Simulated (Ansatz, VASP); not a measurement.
# Two plane-wave programs on ZrS

```
CELL_PARAMETERS angstrom
0.00000 2.61246 2.57328
2.61246 0.00000 2.57328
2.61246 2.61246 0.00000
ATOMIC_POSITIONS crystal
Zr 0.00000 0.00000 0.00000
S 0.50000 0.50000 0.50000
```

Change from the starting cell: strain +0.000 along x and y, -0.015 along z, atoms carried along.

Alike in both runs: task single point; functional r2SCAN; k mesh 20 × 20 × 20; occupations gaussian, width 0.15 eV; no spin polarisation.

```csv
,VASP,Ansatz
version,VASP 6.6.1,Ansatz 0.2.0
potentials or method,"VASP PAW PBE potentials, release 64 (Zr_sv, S), cutoff 520 eV","scalar-relativistic, plane waves, PAW"
valence electrons in the cell,18,18
```

VASP gave:

- gap on the k mesh at the Fermi level (eV): none
- pressure (GPa): 2.2
- traceless stress, the component that is largest in VASP (GPa): 3.19

Problem. Estimate Ansatz's values.

Solution. gap on the k mesh at the Fermi level (eV): none; pressure (GPa): 2.2; traceless stress, the component that is largest in VASP (GPa): 3.18.

VASP's potentials were made for PBE, not for r2SCAN. A gap of «none» marks a metal or a gap that the smearing closes.
